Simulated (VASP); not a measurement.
Set up this calculation in VASP 6.6.1, as the native input.

| Item | Value |
| --- | --- |
| Task | relaxation of the atoms |
| Functional | PBE |
| Potentials or basis | VASP PAW PBE potentials, release 64 (H) |
| Cutoff | 520 eV |
| k mesh | 8 × 8 × 4 |
| Occupations | gaussian, width 0.02 eV |
| Spin | no spin polarisation |
| Dipole correction | no |
| Further INCAR settings | ALGO = Normal; EDIFF = 1e-06; IBRION = 2; EDIFFG = -0.01; NSW = 60 |

The structure of H lies in POSCAR:

```
H
1.0
    1.6485318600     -2.7316882300      0.0000000000
    1.6485318600      2.7316882300      0.0000000000
    0.0000000000      0.0000000000      6.3137686200
H
4
Direct
    0.5678085000      0.4321915000      0.9995149500
    0.4321915000      0.5678085000      0.0004850500
    0.4321915000      0.5678085000      0.4995149500
    0.5678085000      0.4321915000      0.5004850500
```

These files were run (other wordings do the same):

INCAR

```
SYSTEM = H
ALGO     = Normal         ! electronic algorithm
EDIFF    = 1E-6           ! SCF threshold, eV
EDIFFG   = -0.01          ! ionic threshold
ENCUT    = 520            ! plane-wave cutoff, eV
GGA      = PE             ! functional
IBRION   = 2              ! ionic algorithm
ISIF     = 2              ! what is computed and relaxed
ISMEAR   = 0              ! smearing method
LASPH    = .True.         ! aspherical terms in the spheres
LCHARG   = .False.        ! write CHGCAR
LREAL    = .False.        ! projectors in reciprocal space
LWAVE    = .False.        ! write WAVECAR
NELM     = 60             ! most SCF steps
NSW      = 60             ! ionic steps
PREC     = Accurate       ! precision mode
SIGMA    = 0.02           ! smearing width, eV
```

KPOINTS

```
k-points
0
Gamma
  8 8 4
  0 0 0
```

Potentials or basis: VASP PAW PBE potentials, release 64 (H).

Command:

```console
$ cat potpaw_PBE.64/H/POTCAR > POTCAR
$ mpirun -np 1 vasp_std > vasp.out
```

Results of the run:

| Item | Value |
| --- | --- |
| Energy gained by relaxing | 0.6 meV/atom |
| Ionic steps | 3 |
| Pressure after relaxing | 0.1 GPa |
| Band gap on the k mesh | 8.21 eV |

Caveat: this functional lacks dispersion, which holds the molecules together, so the pressure and a relaxed volume are unreliable.

It took 17 s on 1 thread of Oxide Virtual Turin-like Processor (shared host), peak memory 0.13 GiB.
